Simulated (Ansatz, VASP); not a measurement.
## Two plane-wave programs on NiO

```xyz
4
Lattice="0.0000 2.1338 2.1338 2.1338 0.0000 2.1338 4.2676 2.1338 -2.1338" Properties=species:S:1:pos:R:3 pbc="T T T"
Ni    0.0000    0.0000    0.0000
Ni    2.1338    2.1338    0.0000
O     2.1338    2.1338    2.1338
O     4.2676    4.2676    2.1338
```

Alike in both runs: task single point; functional PBE; k mesh 6 × 6 × 6; occupations gaussian, width 0.05 eV; collinear spin; Hubbard terms Ni d U = 6.2 eV.

```csv
,VASP,Ansatz
version,VASP 6.6.1,Ansatz 0.2.0
potentials or method,"VASP PAW PBE potentials, release 64 (Ni, O), cutoff 520 eV","scalar-relativistic, plane waves, PAW"
valence electrons in the cell,32,48
```

|  | VASP | Ansatz | Ansatz less VASP |
| --- | --- | --- | --- |
| gap on the k mesh at the Fermi level (eV) | 2.95 | 2.69 | -0.265 |
| least direct gap on the mesh (eV) | 3.60 | 3.44 | -0.162 |
| pressure (GPa) | -9.7 | -2.1 | +7.57 |
| net moment per atom (μB) | 0.00 | 0.00 | 0.000 |
| size of the moment on the site where the two differ most (μB) | 1.76 | 1.69 | -0.072 |

Site moments also hang on the region over which each program counts them. The programs project onto different local orbitals, so the same U acts differently, and such runs can settle in different states. VASP's potentials hold 32 valence electrons a cell and Ansatz's 48, so a difference there can come from the potentials and not from the codes.

The k mesh is coarse, so the values compare programs but aren't converged.
